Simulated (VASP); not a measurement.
TePb:

```
Pb Te
1.0
     4.00229    0.00000    0.00000
     0.00000    4.00229    0.00000
     0.00000    0.00000    4.00229
Pb Te
1 1
Direct
  0.00000 0.00000 0.00000
  0.50000 0.50000 0.50000
```

Base run:

| Property | Result |
| --- | --- |
| Program | VASP 6.6.1 |
| Functional | BLYP |
| Potentials or basis | VASP PAW PBE potentials, release 64 (Pb_d, Te) |
| Cutoff | 520 eV |
| k mesh | 7 × 7 × 7 |
| Occupations | fermi-dirac, width 0.05 eV |
| Spin | no spin polarisation |

Its results: band gap on the k mesh zero (bands 10 and 11 overlap by 0.70 eV); pressure 3.8 GPa.

Q: The run is repeated on the same cell with these changes: functional from BLYP to PBEsol. What comes out?

A: Band gap on the k mesh zero (bands 10 and 11 overlap by 0.83 eV); pressure -2.7 GPa.

PBEsol binds more tightly than BLYP, so the same cell stands under less pressure.

Caveats: the PAW data sets were made with another functional, which shifts forces and pressure a little; spin-orbit coupling is left out, which moves the levels of the heavy elements; the cell stands under pressure (at least some runs); semilocal functionals underestimate gaps, so a narrow gap can read as zero (at least some runs).
